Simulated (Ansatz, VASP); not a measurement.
## One calculation of BN, two programs

The input INCAR:

```
SYSTEM = BN
ALGO = Normal
EDIFF = 1E-6
ENCUT = 520
GGA = PE
ISIF = 2
ISMEAR = -1
LASPH = .True.
LCHARG = .False.
LREAL = .False.
LWAVE = .False.
NBANDS = 11
NELM = 100
PREC = Accurate
SIGMA = 0.02
```

File KPOINTS:

```
k-points
0
Gamma
  12 12 12
  0 0 0
```

Contents of POSCAR:

```
BN
1.0
    0.0000000000      1.8048254650      1.8589702290
    1.8048254650      0.0000000000      1.8589702290
    1.8048254650      1.8048254650      0.0000000000
B N
1 1
Direct
    0.0000000000      0.0000000000      0.0000000000
    0.2500000000      0.2500000000      0.2500000000
```

Input for Ansatz:

```yaml
crystal:
  lattice:
    - [0.0, 1.804825465, 1.858970229]
    - [1.804825465, 0.0, 1.858970229]
    - [1.804825465, 1.804825465, 0.0]
  atoms:
    - { symbol: B, position: [0.0, 0.0, 0.0] }
    - { symbol: "N", position: [0.25, 0.25, 0.25] }
kpoints:
  mp_grid: { grid: [12, 12, 12] }
  band_path:
    path:
      - [0.0, 0.0, 0.0]
      - [-0.5, -0.5, 0.0]
      - [-0.375, -0.375, 0.25]
      - [-0.375, 0.0, 0.375]
      - [0.0, 0.0, 0.5]
      - [-0.5, -0.25, 0.25]
      - [0.0, 0.5, 0.5]
    npoints: 1
hamiltonian:
  xc: pbe
scf:
  occupations: { method: fermi_dirac, width: 0.02 }
  n_extra_bands: 4
output:
  forces: true
  stress: true
  eigenvalues: true
```

Change from the starting cell: uniaxial_z strain +3.0%.

Alike in both runs: task single point; functional PBE; k mesh 12 × 12 × 12; occupations fermi-dirac, width 0.02 eV; no spin polarisation.

```csv
,VASP,Ansatz
version,VASP 6.6.1,Ansatz 0.2.0
potentials or method,"VASP PAW PBE potentials, release 64 (B, N)","plane waves, PAW"
plane-wave cutoff (eV),520,420
valence electrons in the cell,8,8
```

Ansatz gave:

* gap on the k mesh at the Fermi level (eV): 4.18
* pressure (GPa): -6.2
* traceless stress, the component that is largest in VASP (GPa): -12.31

Q: Estimate VASP's values.

A: gap on the k mesh at the Fermi level (eV): 4.17; pressure (GPa): -6.0; traceless stress, the component that is largest in VASP (GPa): -12.33.

The functional is the same, so the differences come from potentials, cutoffs and numerics.
